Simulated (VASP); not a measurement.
Input of a VASP 6.6.1 run:

Contents of POSCAR:

```
Sr
1.0
   -5.9292810000     -0.0183680000      0.1469960000
   -0.1469960000      0.0952270000      5.8857160000
    3.0565070000      6.0489540000     -2.9211290000
Sr
3
Direct
    0.9912640000      0.0134330000      0.0022200000
    0.4903840000      0.4973490000      0.9971450000
    0.7194740000      0.2579130000      0.4721090000
```

The input INCAR.step1:

```
SYSTEM = Sr
PREC = Accurate
ENCUT = 520
ISMEAR = -1
SIGMA = 0.1
LREAL = .FALSE.
LASPH = .TRUE.
NELM = 80
NBANDS = 22
GGA = PE
ALGO = Normal
EDIFF = 1E-4
LWAVE = .TRUE.
LCHARG = .FALSE.
```

The input INCAR.step2:

```
SYSTEM = Sr
PREC = Accurate
ENCUT = 520
EDIFF = 1E-6
ISMEAR = -1
SIGMA = 0.1
LREAL = .FALSE.
LASPH = .TRUE.
NELM = 80
ALGO = Normal
ISIF = 2
LWAVE = .FALSE.
LCHARG = .FALSE.
METAGGA = R2SCAN
LMIXTAU = .TRUE.
NBANDS = 22
ISTART = 1
```

File KPOINTS:

```
Automatic mesh
0
G
  4 4 3
  0 0 0
```

Potentials or basis: VASP PAW PBE potentials, release 64 (Sr_sv).

Run with:

```console
$ cat potpaw_PBE.64/Sr_sv/POTCAR > POTCAR
$ cp INCAR.step1 INCAR
$ mpirun -np 1 vasp_std > vasp.out
$ cp INCAR.step2 INCAR
$ mpirun -np 1 vasp_std > vasp.out
```

Q: Predict the pressure.

A: 0.0 GPa.

Q: Predict the largest force.

A: 0.425 eV/Å.

Q: Estimate the band gap on the k mesh.

A: Zero (band 15 reaches 0.85 eV, above the bottom of band 16 at 0.41 eV).

Forces in eV/Å, atoms in the order of the input:
```
Sr   0.006 -0.184 -0.134
Sr   0.030 -0.221  0.255
Sr  -0.036  0.406 -0.121
```

Caveat: the PAW data sets were made with another functional, which shifts forces and pressure a little.
